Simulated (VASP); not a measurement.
Crystal: HfN.

```
Hf N
1.0
     0.00000    2.45482    2.45482
     2.45482    0.00000    2.45482
     2.45482    2.45482    0.00000
Hf N
1 1
Cartesian
  0.0000 0.0000 0.0000
  1.2274 1.2274 1.2274
```

- Program: VASP 6.6.1
- Task: relaxation of cell and atoms
- Functional: PBEsol
- Potentials or basis: VASP PAW PBE potentials, release 64 (Hf_pv, N)
- Cutoff: 600 eV
- k mesh: 10 × 10 × 10
- Occupations: fermi-dirac, width 0.15 eV
- Spin: no spin polarisation

At the start: pressure -5.9 GPa; volume 14.79 Å³/atom.

Question: How do energy, volume and symmetry change on relaxing?

Answer: Over 3 steps the energy falls by 8.2 meV/atom and the volume is 14.36 Å³/atom (-2.9 %); space group F-43m (No. 216, to 0.1 Å) before and after.

The path:
```csv
step,energy change (eV),largest force (eV/Å),pressure (GPa),volume (Å³)
1,0.0000,0.0000,-5.86,29.59
2,0.0306,0.0000,11.38,27.33
3,-0.0164,0.0000,-0.08,28.72
```

Final structure:
```
Hf N
1.0
     0.00000    2.43073    2.43073
     2.43073    0.00000    2.43073
     2.43073    2.43073    0.00000
Hf N
1 1
Direct
  0.00000 0.00000 0.00000
  0.25000 0.25000 0.25000
```

Caveat: the PAW data sets were made with another functional, which shifts forces and pressure a little.
